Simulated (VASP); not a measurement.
# YIn: single point with LDA

YIn:

```xyz
2
Lattice="3.5424 0.0000 0.0000 0.0000 3.5424 0.0000 0.0000 0.0000 4.1950" Properties=species:S:1:pos:R:3 pbc="T T T"
Y     0.0000    0.0000    0.0000
In    1.7712    1.7712    2.0975
```

```json
{
  "Program": "VASP 6.6.1",
  "Task": "single point",
  "Functional": "LDA",
  "Potentials or basis": "VASP PAW LDA potentials, release 64 (Y_sv, In_d)",
  "Cutoff": "520 eV",
  "k mesh": "11 × 11 × 9",
  "Occupations": "fermi-dirac, width 0.03 eV",
  "Spin": "collinear spin, zero start",
  "Starting moments": "[0.0, 0.0] μB",
  "Fixed moment": "0 μB"
}
```

```yaml
Pressure: -4.2 GPa
Net_moment: 0.00 μB per cell
Valence_electrons_inside_the_program's_atomic_spheres: Y 9.51; In 11.51
```

Stress tensor (GPa, compression positive):
```
-4.10  0.00  0.00
 0.00 -4.10  0.00
 0.00  0.00 -4.26
```

Wall time 69 s on 1 thread of Intel(R) Xeon(R) 6975P-C (Granite Rapids), on a shared host, peak memory 0.32 GiB.

Caveat: the cell stands under tension; the total moment is fixed, so each spin has its own Fermi level.
